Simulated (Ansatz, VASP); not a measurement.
# Two plane-wave programs on Be

```
CELL_PARAMETERS angstrom
0.00000 1.57351 1.57351
1.57351 0.00000 1.57351
1.57351 1.57351 0.00000
ATOMIC_POSITIONS crystal
Be 0.00000 0.00000 0.00000
```

Alike in both runs: task relaxation of cell and atoms; functional PBEsol; k mesh 20 × 20 × 20; occupations gaussian, width 0.02 eV; no spin polarisation.

|  | VASP | Ansatz |
| --- | --- | --- |
| version | VASP 6.6.1 | Ansatz 0.2.0 |
| potentials or method | VASP PAW PBE potentials, release 64 (Be), cutoff 600 eV | scalar-relativistic, plane waves, PAW |
| valence electrons in the cell | 2 | 2 |

|  | VASP | Ansatz | Ansatz less VASP |
| --- | --- | --- | --- |
| gap on the k mesh at the Fermi level, each at its own relaxed structure (eV) | none | none | - |
| relaxed volume (Å³/atom) | 7.81 | 7.79 | -0.018 |
| relaxed length of the cell vector where the two differ most in proportion (Å) | 2.227 | 2.225 | -0.0017 |

VASP's potentials were made for PBE, not for PBEsol. A gap of «none» marks a metal or a gap that the smearing closes.
